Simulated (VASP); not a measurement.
# Ta (I4/mmm) in VASP: further runs, part 2 of 2

VASP 6.6.1. Earlier steps stand in the parts before.

### 3 Single point, PBEsol (strain +0.040 along x and y, -0.080 along z)

INCAR

```
SYSTEM = Ta
PREC = Accurate
ENCUT = 520
EDIFF = 1E-6
ISMEAR = 0
SIGMA = 0.15
LREAL = .FALSE.
LASPH = .TRUE.
NELM = 100
ALGO = Normal
ISIF = 2
LWAVE = .FALSE.
LCHARG = .TRUE.
GGA = PS
LELF = .TRUE.
LVHAR = .TRUE.
NBANDS = 12
```

KPOINTS

```
Automatic mesh
0
G
  20 20 20
  0 0 0
```

POSCAR

```
Ta
1.0
   -1.7173312000      1.7173312000      1.5191776000
    1.7173312000     -1.7173312000      1.5191776000
    1.7173312000      1.7173312000     -1.5191776000
Ta
1
Direct
    0.0000000000      0.0000000000      0.0000000000
```

Potentials or basis: VASP PAW PBE potentials, release 64 (Ta_pv).

Started as:

```console
$ cat potpaw_PBE.64/Ta_pv/POTCAR > POTCAR
$ mpirun -np 1 vasp_std > vasp.out
```

OUTCAR:

```text
SYSTEM = Ta
   PREC = Accurate
   ENCUT = 520
   EDIFF = 1E-6
   ISMEAR = 0
   LREAL = .FALSE.
   LASPH = .TRUE.
   NELM = 100
   ISIF = 2
   GGA = PS

 ion  position               nearest neighbor table
   1  0.000  0.000  0.000-

  LATTYP: Found a body centered tetragonal cell.
 ALAT       =     3.4346624000
 C/A-ratio  =     0.8846153846

  Lattice vectors:

 A1 = (  -1.7173312000,   1.7173312000,   1.5191776000)
 A2 = (   1.7173312000,  -1.7173312000,   1.5191776000)
 A3 = (   1.7173312000,   1.7173312000,  -1.5191776000)

Analysis of symmetry for initial positions (statically):
=====================================================================
 Subroutine PRICEL returns:
 Original cell was already a primitive cell.

 Routine SETGRP: Setting up the symmetry group for a
 body centered tetragonal supercell.

 Subroutine GETGRP returns: Found 16 space group operations
 (whereof 16 operations were pure point group operations)
 out of a pool of 16 trial point group operations.

The static configuration has the point symmetry D_4h.

Analysis of symmetry for dynamics (positions and initial velocities):
=====================================================================
 Subroutine PRICEL returns:
 Original cell was already a primitive cell.

 Routine SETGRP: Setting up the symmetry group for a
 body centered tetragonal supercell.

 Subroutine GETGRP returns: Found 16 space group operations
 (whereof 16 operations were pure point group operations)
 out of a pool of 16 trial point group operations.

The dynamic configuration has the point symmetry D_4h.

 Subroutine INISYM returns: Found 16 space group operations
 (whereof 16 operations are pure point group operations),
 and found     1 'primitive' translations

----------------------------------------------------------------------------------------

                                     Primitive cell

  volume of cell :      17.9216

  direct lattice vectors                    reciprocal lattice vectors
    -1.717331200  1.717331200  1.519177600     0.000000000  0.291149430  0.329125443
     1.717331200 -1.717331200  1.519177600     0.291149430  0.000000000  0.329125443
     1.717331200  1.717331200 -1.519177600     0.291149430  0.291149430  0.000000000

  length of vectors
     2.864673364  2.864673364  2.864673364     0.439421833  0.439421833  0.411747473

  position of ions in fractional coordinates (direct lattice)
     0.000000000  0.000000000  0.000000000

  ion indices of the primitive-cell ions
   primitive index   ion index
                 1           1

----------------------------------------------------------------------------------------

 KPOINTS: Automatic mesh

Automatic generation of k-mesh.
 Grid dimensions read from file:
 generate k-points for:   20   20   20

 Generating k-lattice:

  Cartesian coordinates                     Fractional coordinates (reciprocal lattice)
     0.000000000  0.014557471  0.016456272     0.050000000 -0.000000000  0.000000000
     0.014557471  0.000000000  0.016456272    -0.000000000  0.050000000  0.000000000
     0.014557471  0.014557471  0.000000000     0.000000000  0.000000000  0.050000000

  Length of vectors
     0.021971092  0.021971092  0.020587374

  Shift w.r.t. Gamma in fractional coordinates (k-lattice)
     0.000000000  0.000000000  0.000000000

 Subroutine IBZKPT returns following result:
 ===========================================

 Found    641 irreducible k-points:

 Following reciprocal coordinates:
            Coordinates               Weight
  0.000000  0.000000  0.000000      1.000000
  0.050000  0.000000  0.000000      8.000000
  0.100000  0.000000 -0.000000      8.000000
  0.150000  0.000000 -0.000000      8.000000
  0.200000  0.000000 -0.000000      8.000000
  0.250000  0.000000 -0.000000      8.000000
[... 16 lines left out ...]
 -0.400000  0.050000  0.000000     16.000000
 -0.350000  0.050000  0.000000     16.000000
 [... further k-points ...]
   k-points           NKPTS =    641   k-points in BZ     NKDIM =    641   number of bands    NBANDS=     12
   number of dos      NEDOS =    301   number of ions     NIONS =      1
   total plane-waves  NPLWV =  13824
   dimension x,y,z NGX =    24 NGY =   24 NGZ =   24
   dimension x,y,z NGXF=    48 NGYF=   48 NGZF=   48
   ions per type =               1
   NGX,Y,Z   is equivalent  to a cutoff of  13.93, 13.93, 13.93 a.u.
   NGXF,Y,Z  is equivalent  to a cutoff of  27.86, 27.86, 27.86 a.u.
 SYSTEM =  Ta
   PREC   = accura    normal or accurate (medium, high low for compatibility)
   ISTART =      0    job   : 0-new  1-cont  2-samecut
   ICHARG =      2    charge: 1-file 2-atom 10-const
   ISPIN  =      1    spin polarized calculation?
   LNONCOLLINEAR =      F non collinear calculations
   LSORBIT =      F    spin-orbit coupling
   LASPH  =      T    aspherical Exc in radial PAW
   ENCUT  =  520.0 eV  38.22 Ry    6.18 a.u.   5.33  5.33  5.33*2*pi/ulx,y,z
   NELM   =    100;   NELMIN=  2; NELMDL= -5     # of ELM steps
   EDIFF  = 0.1E-05   stopping-criterion for ELM
   LREAL  =      F    real-space projection
   EDIFFG = 0.1E-04   stopping-criterion for IOM
   NSW    =      0    number of steps for IOM
   IBRION =     -1    ionic relax: 0-MD 1-quasi-New 2-CG
   NFREE  =      0    steps in history (QN), initial steepest desc. (CG)
   ISIF   =      2    stress and relaxation
   ISYM   =      2    0-nonsym 1-usesym 2-fastsym
   POTIM  = 0.5000    time-step for ionic-motion
   TEBEG  =    0.0;   TEEND  =   0.0 temperature during run
   PSTRESS=    0.0 pullay stress
   NELECT =      11.0000    total number of electrons
   NUPDOWN=      -1.0000    fix difference up-down
   EMIN   =  10.00;   EMAX   =-10.00  energy-range for DOS
   EFERMI =   0.00;   METHOD = LEGACY
   ISMEAR =     0;   SIGMA  =   0.15  broadening in eV -4-tet -1-fermi 0-gaus
   EFERMI_NEDOS =   21; number of points for ismear=-14 and -15
   IALGO  =     38    algorithm
   IMIX   =      4    mixing-type and parameters
     AMIX     =   0.40;   BMIX     =  1.00
     AMIX_MAG =   1.60;   BMIX_MAG =  1.00
  volume/ion in A,a.u.               =      17.92       120.94
  Fermi-wavevector in a.u.,A,eV,Ry     =   1.391277  2.629132 26.336128  1.935651
  Thomas-Fermi vector in A             =   2.515131
   LORBIT       =      0    0 simple, 1 ext, 2 COOP (PROOUT), +10 PAW based schemes
   GGA     = PS    functional components
   LHFCALC =     F    Hartree Fock is set to
   AEXX    =    0.0000 exact exchange contribution
   IVDW    =     0    specifies the selected vdW correction
   LEPSILON=     F    determine dielectric tensor
   LRPA    =     F    only Hartree local field effects (RPA)
 non-spin polarized calculation
 Gauss-broadening in eV      SIGMA  =   0.15
  energy-cutoff  :      520.00
  volume of cell :       17.92
 maximum number of plane-waves:       505
 NGX is ok and might be reduce to    24
   NGX = 11   NGY = 11   NGZ = 11

 number of electron      11.0000000 magnetization

 Free energy of the ion-electron system (eV)
  ---------------------------------------------------
  ext. energy  EPLUGINS =         0.00000000
  ---------------------------------------------------
  free energy    TOTEN  =       -12.50655083 eV

  energy without entropy =      -12.49108711  energy(sigma->0) =      -12.49881897

 E-fermi :   5.4192     XC(G=0): -12.7502

 val. band max:        5.4169048196   @ k =  -0.1500   0.1500   0.1500
 cond. band min:       5.4221292345   @ k =  -0.4500   0.1000   0.0500
 fundamental gap:      0.0052244148
 Fermi energy:         5.4191917993

 k-point     1 :       0.0000    0.0000    0.0000
  band No.  band energies     occupation
      1     -27.6481      2.00000
      2     -27.6481      2.00000
      3     -27.6101      2.00000
      4      -2.5840      2.00000
      5       5.1251      1.99445
      6       6.7943      0.00000
      7       6.7943      0.00000
      8       8.0817      0.00000
      9      10.3623      0.00000
     10      19.8035      0.00000
     11      19.8035      0.00000
     12      20.0455      0.00000
[... 331 lines left out ...]
 k-point    24 :      -0.3500    0.0500    0.0000
  band No.  band energies     occupation
      1     -28.5185      2.00000
      2     -27.9484      2.00000
      3     -27.7001      2.00000
      4       0.7462      2.00000
      5       3.9517      2.00000
      6       5.3899      1.21741
      7       9.4801      0.00000
      8       9.7109      0.00000
      9      10.4131      0.00000
     10      18.6416      0.00000
     11      20.0429      0.00000
     12      22.1131      0.00000

 [... further k-points ...]

------------------------ aborting loop because EDIFF is reached ----------------------------------------

  FORCE on cell =-STRESS in cart. coord.  units (eV):
  Direction    XX          YY          ZZ          XY          YZ          ZX
  --------------------------------------------------------------------------------------
  -------------------------------------------------------------------------------------
  Total       -0.4817321     -0.4817321      0.5119008      0.0000000      0.0000000      0.0000000
  in kB      -43.0664968    -43.0664968     45.7635539      0.0000000      0.0000000      0.0000000
  external PRESSURE =     -13.4564799 kB  Pullay stress =       0.0000000 kB

 VOLUME and BASIS-vectors are now :
 -----------------------------------------------------------------------------
  energy-cutoff  :      520.00
  volume of cell :       17.92
      direct lattice vectors                 reciprocal lattice vectors
    -1.717331200  1.717331200  1.519177600     0.000000000  0.291149430  0.329125443
     1.717331200 -1.717331200  1.519177600     0.291149430  0.000000000  0.329125443
     1.717331200  1.717331200 -1.519177600     0.291149430  0.291149430  0.000000000

 POSITION                                       TOTAL-FORCE (eV/Angst)
 -----------------------------------------------------------------------------------
      0.00000      0.00000      0.00000         0.000000      0.000000     -0.000000
 -----------------------------------------------------------------------------------
    total drift:                                0.000000      0.000000     -0.000000

  FREE ENERGIE OF THE ION-ELECTRON SYSTEM (eV)
  ---------------------------------------------------
  free  energy   TOTEN  =       -12.5065508292 eV

  energy  without entropy=      -12.4910871117  energy(sigma->0) =      -12.49881897
```

OSZICAR:

```text
N       E                     dE             d eps       ncg     rms          rms(c)
DAV:   1     0.602369875551E+02    0.60237E+02   -0.60873E+03 15448   0.875E+02
DAV:   2    -0.119911600701E+02   -0.72228E+02   -0.70480E+02 17128   0.245E+02
DAV:   3    -0.130043050973E+02   -0.10131E+01   -0.10021E+01 18408   0.273E+01
DAV:   4    -0.130070171939E+02   -0.27121E-02   -0.27118E-02 17088   0.156E+00
DAV:   5    -0.130070259375E+02   -0.87435E-05   -0.87435E-05 18348   0.839E-02    0.139E+01
DAV:   6    -0.126245563917E+02    0.38247E+00   -0.30478E-01 18140   0.580E+00    0.675E+00
DAV:   7    -0.125081259567E+02    0.11643E+00   -0.26258E-01 17916   0.500E+00    0.372E-01
DAV:   8    -0.125065675576E+02    0.15584E-02   -0.71699E-03 16760   0.712E-01    0.106E-01
DAV:   9    -0.125065544189E+02    0.13139E-04   -0.75544E-05 18104   0.888E-02    0.234E-02
DAV:  10    -0.125065508205E+02    0.35984E-05   -0.32787E-06 16652   0.191E-02    0.286E-03
DAV:  11    -0.125065508292E+02   -0.87603E-08   -0.16025E-07  9124   0.452E-03
   1 F= -.12506551E+02 E0= -.12498819E+02  d E =-.154637E-01
```

stdout:

```text
POSCAR found type information on POSCAR Ta
 POSCAR found :  1 types and       1 ions
 scaLAPACK will be used
 -----------------------------------------------------------------------------
|                                                                             |
|                                                                             |
|     You enforced a specific xc type in the INCAR file but a different       |
|     I HOPE YOU KNOW WHAT YOU ARE DOING!                                     |
|                                                                             |
 -----------------------------------------------------------------------------

 LDA part: xc-table for (Slater+PW92), standard interpolation
 POSCAR, INCAR and KPOINTS ok, starting setup
 FFT: planning ... GRIDC
 FFT: planning ... GRID_SOFT
 FFT: planning ... GRID
 WAVECAR not read
 entering main loop
```

It took 2.2 min on 1 thread of AMD EPYC 7R13, shared host; peak memory 0.25 GiB.

Results:

| Item | Value |
| --- | --- |
| Free energy | -12.5066 eV |
| Pressure | -1.3 GPa |
| Band gap on the k mesh | zero (an odd number of electrons rules out a gap without spin polarisation) |

Caveat: the cell differs from its parent crystal (strain +0.040 along x and y, -0.080 along z); the stress differs along the axes, from -4 to 5 GPa; the PAW data sets were made with another functional, which shifts forces and pressure a little; spin-orbit coupling is left out, which moves the levels of the heavy elements.
